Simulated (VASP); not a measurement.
Set up this calculation in VASP 6.6.1, as the native input.

```
Task                    : single point
Functional              : PBE
Potentials or basis     : VASP PAW PBE potentials, release 64 (Ti_sv, Al)
Cutoff                  : 520 eV
k mesh                  : 14 × 14 × 8
Occupations             : gaussian, width 0.1 eV
Spin                    : no spin polarisation
Dipole correction       : no
k mesh for the DOS      : 21 × 21 × 12
Occupations for the DOS : tetrahedron
Further INCAR settings  : ALGO = Fast; EDIFF = 1e-06
```

The system is TiAl.

```
Ti Al
1.0
     3.56029    0.00000    0.00000
     0.00000    3.56029    0.00000
     0.00000    0.00000    7.03284
Ti Al
2 2
Cartesian
  0.0000 0.0000 2.5234
  0.0000 0.0000 4.5095
  1.7801 1.7801 0.0000
  0.0000 0.0000 0.0000
```

The input as run:

POSCAR

```
TiAl
1.0
    3.5602857974      0.0000000000      0.0000000000
    0.0000000000      3.5602857974      0.0000000000
    0.0000000000      0.0000000000      7.0328352084
Ti Al
2 2
Direct
    0.0000000000      0.0000000000      0.3587976064
    0.0000000000      0.0000000000      0.6412023936
    0.5000000000      0.5000000000      0.0000000000
    0.0000000000      0.0000000000      0.0000000000
```

INCAR.step1

```
SYSTEM = TiAl
PREC = Accurate
ENCUT = 520
EDIFF = 1E-6
ISMEAR = 0
SIGMA = 0.1
LREAL = .False.
LASPH = .True.
NELM = 80
ALGO = Fast
ISIF = 2
LWAVE = .False.
LCHARG = .True.
LMAXMIX = 4
GGA = PE
NBANDS = 23
```

KPOINTS.step1

```
Automatic mesh
0
Gamma
  14 14 8
  0 0 0
```

INCAR.step2

```
SYSTEM = TiAl
PREC = Accurate
ENCUT = 520
EDIFF = 1E-6
ISMEAR = -5
SIGMA = 0.1
LREAL = .False.
LASPH = .True.
NELM = 80
ALGO = Fast
ISIF = 2
LWAVE = .False.
LCHARG = .False.
LMAXMIX = 4
GGA = PE
LORBIT = 11
NEDOS = 1001
ICHARG = 11
```

KPOINTS.step2

```
Automatic mesh
0
Gamma
  21 21 12
  0 0 0
```

Potentials or basis: VASP PAW PBE potentials, release 64 (Ti_sv, Al).

Command:

```console
$ cat potpaw_PBE.64/Ti_sv/POTCAR potpaw_PBE.64/Al/POTCAR > POTCAR
$ cp INCAR.step1 INCAR
$ cp KPOINTS.step1 KPOINTS
$ mpirun -np 1 vasp_std > vasp.out
$ cp INCAR.step2 INCAR
$ cp KPOINTS.step2 KPOINTS
$ mpirun -np 1 vasp_std > vasp.out
```

It gave:

```json
{
  "Valence electrons inside the program's atomic spheres": "Ti 10.46; Al 0.80, 0.91"
}
```

Caveat: atoms lie so close that the PAW spheres overlap strongly, which falsifies energies and pressures.

Wall time 55 min on 1 thread of Intel Xeon 8259CL, with other jobs on the host, peak memory 0.76 GiB.
